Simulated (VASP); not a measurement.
Write the native input for VASP 6.6.1 that does the following.

| Property | Result |
| --- | --- |
| Task | single point |
| Functional | PBE |
| Potentials or basis | VASP PAW PBE potentials, release 64 (Ca_sv, Zr_sv, N) |
| Cutoff | 520 eV |
| k mesh | 4 × 4 × 4 |
| Occupations | gaussian, width 0.1 eV |
| Spin | no spin polarisation |
| Dipole correction | no |
| Further INCAR settings | ALGO = Normal; EDIFF = 1e-07; NBANDS = 34 |

The structure of CaZr2N3 lies in POSCAR:

```
CaZr2N3
1.0
    4.2396216300      0.0000000000      0.0000000000
    0.0000000000      4.2396216300      0.0000000000
    0.0000000000      0.0000000000      5.2205966900
Ca Zr N
1 2 3
Direct
    0.0000000000      0.0000000000      0.5000000000
    0.5000000000      0.5000000000      0.0000000000
    0.0000000000      0.0000000000      0.0000000000
    0.5000000000      0.5000000000      0.5000000000
    0.0000000000      0.5000000000      0.0000000000
    0.5000000000      0.0000000000      0.0000000000
```

The cell was generated, and may not be a known phase.

These files were run (other wordings do the same):

INCAR

```
SYSTEM = CaZr2N3
  ALGO = Normal
  EDIFF = 1E-7
  ENCUT = 520
  GGA = PE
  ISIF = 2
  ISMEAR = 0
  LASPH = .TRUE.
  LCHARG = .FALSE.
  LREAL = .FALSE.
  LWAVE = .FALSE.
  NBANDS = 34
  NELM = 60
  PREC = Accurate
  SIGMA = 0.1
```

KPOINTS

```
k-points
0
G
  4 4 4
  0 0 0
```

Potentials or basis: VASP PAW PBE potentials, release 64 (Ca_sv, Zr_sv, N).

Run with:

```console
$ cat potpaw_PBE.64/Ca_sv/POTCAR potpaw_PBE.64/Zr_sv/POTCAR potpaw_PBE.64/N/POTCAR > POTCAR
$ mpirun -np 1 vasp_std > vasp.out
```

It gave:

- Pressure: 10.9 GPa
- Band gap on the k mesh: zero (an odd number of electrons rules out a gap without spin polarisation)

Caveat: the k points lie up to 0.37 Å⁻¹ apart, too coarse for converged energies and pressures of a metal; an odd number of electrons without spin polarisation forces a metal; a magnetic or distorted state may lie lower.

It took 3.2 min on 1 thread of Intel Xeon 8259CL, on a shared host, peak memory 0.22 GiB.
